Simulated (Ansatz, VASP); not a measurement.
# One calculation of Si, two programs

```xyz
2
Lattice="2.6588 2.6588 0.0000 -2.6588 2.6588 0.0000 0.0000 2.6588 2.6588" Properties=species:S:1:pos:R:3 pbc="T T T"
Si   -1.3294    3.9882    1.3294
Si    0.0000    0.0000    0.0000
```

Alike in both runs: task single point; functional PBEsol; k mesh 8 × 8 × 8; no spin polarisation.

|  | VASP | Ansatz |
| --- | --- | --- |
| version | VASP 6.6.1 | Ansatz 0.2.0 |
| potentials or method | VASP PAW PBE potentials, release 64 (Si), cutoff 520 eV | all-electron LAPW, scalar-relativistic |
| occupations | gaussian, width 0.01 eV | fixed |

VASP gave:

```
gap on the k mesh at the Fermi level (eV) : 0.39
pressure (GPa)                            : 7.1
```

Which values does Ansatz return?

gap on the k mesh at the Fermi level (eV): 0.40; pressure (GPa): 6.9.

VASP's potentials were made for PBE, not for PBEsol. Ansatz ran all-electron here, and VASP with PAW potentials.
